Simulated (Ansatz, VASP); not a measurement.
**Si4O7: VASP beside Ansatz**

File INCAR:

```
SYSTEM = Si4O7
  ALGO = Normal
  EDIFF = 1E-6
  ENCUT = 520
  GGA = PE
  ISIF = 2
  ISMEAR = 0
  LASPH = .TRUE.
  LCHARG = .FALSE.
  LREAL = .FALSE.
  LWAVE = .FALSE.
  NBANDS = 40
  NELM = 80
  PREC = Accurate
  SIGMA = 0.05
```

File KPOINTS:

```
k-points
0
G
  6 6 6
  0 0 0
```

The input POSCAR:

```
Si4O7
1.0
    0.0000000000      4.2357990674     -2.6899428419
    0.0000000000     -4.2357990674     -2.6899428419
   -4.2357990674      0.0000000000      2.6899428419
Si O
4 7
Direct
    0.2500000000      0.7500000000      0.5000000000
    0.7500000000      0.2500000000      0.5000000000
    0.0000000000      0.0000000000      1.0000000000
    0.5000000000      0.5000000000      1.0000000000
    1.0000000000      0.3069827092      0.3069827092
    0.5569827092      0.7500000000      0.8069827092
    0.0569827092      0.2500000000      0.8069827092
    0.0000000000      0.6930172908      0.6930172908
    0.5000000000      0.0000000000      0.5000000000
    0.9430172908      0.7500000000      0.1930172908
    0.4430172908      0.2500000000      0.1930172908
```

Input for Ansatz:

```yaml
crystal:
  lattice:
    - [0.0, 4.2357990674, -2.6899428419]
    - [0.0, -4.2357990674, -2.6899428419]
    - [-4.2357990674, 0.0, 2.6899428419]
  atoms:
    - { symbol: Si, position: [0.25, 0.75, 0.5] }
    - { symbol: Si, position: [0.75, 0.25, 0.5] }
    - { symbol: Si, position: [0.0, 0.0, 1.0] }
    - { symbol: Si, position: [0.5, 0.5, 1.0] }
    - { symbol: O, position: [1.0, 0.3069827092, 0.3069827092] }
    - { symbol: O, position: [0.5569827092, 0.75, 0.8069827092] }
    - { symbol: O, position: [0.0569827092, 0.25, 0.8069827092] }
    - { symbol: O, position: [0.0, 0.6930172908, 0.6930172908] }
    - { symbol: O, position: [0.5, 0.0, 0.5] }
    - { symbol: O, position: [0.9430172908, 0.75, 0.1930172908] }
    - { symbol: O, position: [0.4430172908, 0.25, 0.1930172908] }
basis:
  ecutwfc: 420
kpoints:
  mp_grid: { grid: [6, 6, 6] }
hamiltonian:
  xc: pbe
  pseudopotentials: { kind: paw, azcp: { folder: soft_1 } }
scf:
  occupations: { method: gaussian, width: 0.05 }
output:
  forces: true
  stress: true
  eigenvalues: true
  write_density: true
  write_potential: true
  elf: true
  volumetric_format: npy
```

Change from the starting cell: O vacancy; atom 9 moved 0.500 of the way to it and +0.000 Å across, host rigid.

Alike in both runs: task single point; functional PBE; k mesh 6 × 6 × 6; occupations gaussian, width 0.05 eV; no spin polarisation.

```csv
,VASP,Ansatz
version,VASP 6.6.1,Ansatz 0.2.0
potentials or method,"VASP PAW PBE potentials, release 64 (Si, O), cutoff 520 eV","scalar-relativistic, plane waves, PAW"
valence electrons in the cell,58,58
```

```tsv
	VASP	Ansatz	Ansatz less VASP
gap on the k mesh at the Fermi level (eV)	none	none	-
rms of the force components (eV/Å)	4.980	5.098	+0.1182
```

Atom by atom the forces differ by 0.119 eV/Å (rms over components). A gap of «none» marks a metal or a gap that the smearing closes.
